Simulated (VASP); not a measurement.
Write the native input for VASP 6.6.1 that does the following.

- Task: single point
- Functional: PBEsol
- Potentials or basis: VASP PAW PBE potentials, release 64 (Ru_pv)
- Cutoff: 520 eV
- k mesh: 19 × 19 × 10
- Occupations: fermi-dirac, width 0.05 eV
- Spin: no spin polarisation
- Dipole correction: no
- Further INCAR settings: ALGO = Normal; EDIFF = 1e-06; NBANDS = 21

The structure of Ru lies in POSCAR:

```
Ru
1.0
    2.6901084707      0.0000000000      0.0000000000
   -1.3450542353      2.3297022745      0.0000000000
    0.0000000000      0.0000000000      4.2498124699
Ru
2
Direct
    0.3333333333      0.6666666667      0.2500000000
    0.6666666667      0.3333333333      0.7500000000
```

One way to write it, as run:

INCAR

```
PREC     = Accurate       # precision mode
ENCUT    = 520            # plane-wave cutoff, eV
EDIFF    = 1E-6           # SCF threshold, eV
ISMEAR   = -1             # smearing method
SIGMA    = 0.05           # smearing width, eV
LREAL    = False          # projectors in reciprocal space
LASPH    = True           # aspherical terms in the spheres
NELM     = 80             # most SCF steps
ALGO     = Normal         # electronic algorithm
ISIF     = 2              # what is computed and relaxed
LWAVE    = False          # write WAVECAR
LCHARG   = True           # write CHGCAR
GGA      = PS             # functional
LELF     = True           # ELF
LVHAR    = True         
NBANDS   = 21             # bands
```

KPOINTS

```
Automatic mesh
0
Gamma
  19 19 10
```

Potentials or basis: VASP PAW PBE potentials, release 64 (Ru_pv).

Launch:

```bash
$ cat potpaw_PBE.64/Ru_pv/POTCAR > POTCAR
$ mpirun -np 1 vasp_std > vasp.out
```

It gave:

```json
{"Pressure": "0.0 GPa", "Band gap on the k mesh": "zero (bands 14 and 15 overlap by 3.21 eV)"}
```

Caveat: the PAW data sets were made with another functional, which shifts forces and pressure a little.

It took 36 s on 1 thread of Intel(R) Xeon(R) 6975P-C (Granite Rapids), on a shared host, peak memory 0.22 GiB.
